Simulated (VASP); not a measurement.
Crystal: AlGa2As3.

```
Al Ga As
1.0
     4.71856    0.00000    0.00000
    -2.35928    4.08639    0.00000
     0.00000    0.00000    7.74957
Al Ga As
1 2 3
Direct
  0.33333 0.66667 0.00000
  0.66667 0.33333 0.00000
  0.00000 0.00000 0.00000
  0.66667 0.33333 0.21870
  0.66667 0.33333 0.78130
  0.66667 0.33333 0.50000
```

```yaml
Program: VASP 6.6.1
Task: relaxation of cell and atoms
Functional: PBE
Potentials_or_basis: VASP PAW PBE potentials, release 64 (Al, Ga_d, As)
Cutoff: 600 eV
k_mesh: 6 × 6 × 2
Occupations: gaussian, width 0.1 eV
Spin: no spin polarisation
```

At the start: pressure 41.2 GPa; volume 24.90 Å³/atom.

How do energy, volume and symmetry change on relaxing?

Over 41 steps the energy falls by 2221.5 meV/atom and the volume is 31.51 Å³/atom (+26.5 %); space group P-6m2 (No. 187, to 0.05 Å).

Step by step:
| step | energy change (eV) | largest force (eV/Å) | pressure (GPa) | volume (Å³) |
| --- | --- | --- | --- | --- |
| 1 | 0.0000 | 25.4217 | 41.23 | 149.43 |
| 3 | -3.1275 | 25.1755 | 12.77 | 305.45 |
| 5 | -1.1017 | 2.9863 | -13.43 | 400.35 |
| 7 | -9.3793 | 4.1191 | -1.94 | 335.56 |
| 9 | -10.3917 | 5.1082 | 0.78 | 300.93 |
| 11 | -11.4284 | 3.7047 | 1.48 | 261.81 |
| 13 | -12.0142 | 0.0482 | -1.14 | 249.12 |
| 15 | -12.0486 | 0.2111 | -1.21 | 244.55 |
| 17 | -12.1945 | 0.1535 | 0.37 | 217.45 |
| 19 | -12.2355 | 0.2884 | 0.75 | 210.11 |
| 21 | -12.6276 | 1.4507 | 0.96 | 199.85 |
| 23 | -12.6423 | 2.8322 | 2.35 | 195.21 |
| 25 | -12.6748 | 3.1429 | 3.81 | 188.67 |
| 27 | -12.6940 | 2.8424 | 3.93 | 188.06 |
| 29 | -12.7411 | 2.7144 | 3.72 | 188.44 |
| 31 | -12.9256 | 2.1852 | 2.80 | 190.15 |
| 33 | -13.2721 | 0.6052 | -0.39 | 196.98 |
| 35 | -13.2771 | 0.4256 | -0.79 | 198.01 |
| 37 | -13.2926 | 0.3801 | -0.67 | 196.39 |
| 39 | -13.3277 | 0.1099 | 0.15 | 189.19 |
| 41 | -13.3292 | 0.0131 | 0.04 | 189.04 |

Final structure:
```xyz
6
Lattice="4.7181 0.0000 0.0000 -2.3591 4.0860 0.0000 0.0000 0.0000 9.8061" Properties=species:S:1:pos:R:3 pbc="T T T"
Al    0.0000    2.7240    0.0000
Ga    2.3591    1.3620    0.0000
Ga   -2.3591    4.0860    0.0000
As    2.3591    1.3620    2.5778
As    2.3591    1.3620    7.2283
As    2.3591    1.3620    4.9030
```

Caveat: the k points lie up to 0.32 Å⁻¹ apart in the final cell; the volume moved by over 15 % at a fixed basis, so the end points are rough.
